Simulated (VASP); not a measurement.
Input of a VASP 6.6.1 run:

Contents of INCAR:

```
  PREC = Accurate
  ENCUT = 520
  EDIFF = 1E-6
  ISMEAR = -1
  SIGMA = 0.05
  LREAL = F
  LASPH = T
  NELM = 60
  ALGO = Normal
  ISIF = 2
  LWAVE = F
  LCHARG = F
  GGA = PE
  NBANDS = 16
```

KPOINTS

```
regular mesh
0
Gamma
  18 18 18
```

File POSCAR:

```
GaN
1.0
    0.0000000000      1.9019798768      1.9019798768
    1.9019798768      0.0000000000      1.9019798768
    1.9019798768      1.9019798768      0.0000000000
Ga N
1 1
Direct
    0.0000000000      0.0000000000      0.0000000000
    0.2500000000      0.2500000000      0.2500000000
```

Potentials or basis: VASP PAW PBE potentials, release 64 (Ga_d, N).

Run with:

```bash
$ cat potpaw_PBE.64/Ga_d/POTCAR potpaw_PBE.64/N/POTCAR > POTCAR
$ mpirun -np 1 vasp_std > vasp.out
```

Problem. Predict the pressure.

Solution. 287.5 GPa.

Problem. Predict the band gap on the k mesh.

Solution. 3.37 eV, indirect (least direct gap 4.77 eV).

A k mesh can miss the band edges.
